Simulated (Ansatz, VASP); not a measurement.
**Mn in VASP and in Ansatz**

```
Mn
1.0
     4.00554    0.00000    0.00000
    -2.00277    3.46890    0.00000
     0.00000    0.00000    2.51420
Mn
3
Direct
  0.00000 0.00000 0.00000
  0.33333 0.66667 0.50000
  0.66667 0.33333 0.50000
```

Alike in both runs: task single point; functional PBEsol; k mesh 11 × 11 × 15; occupations fermi-dirac, width 0.1 eV; no spin polarisation.

|  | VASP | Ansatz |
| --- | --- | --- |
| version | VASP 6.6.1 | Ansatz 0.2.0 |
| potentials or method | VASP PAW PBE potentials, release 64 (Mn_pv), cutoff 520 eV | plane waves (420 eV) with PAW, scalar-relativistic |
| valence electrons in the cell | 39 | 45 |

|  | VASP | Ansatz | Ansatz less VASP |
| --- | --- | --- | --- |
| pressure (GPa) | -26.6 | -26.7 | -0.15 |
| traceless stress, the component that is largest in VASP (GPa) | 1.36 | 1.38 | +0.022 |

VASP's potentials were made for PBE, not for PBEsol, and Ansatz warns of the same on its side. With one functional, cell and mesh, what is left measures potentials, basis and numerics. VASP's potentials hold 39 valence electrons a cell and Ansatz's 45, so a difference there can come from the potentials and not from the codes.
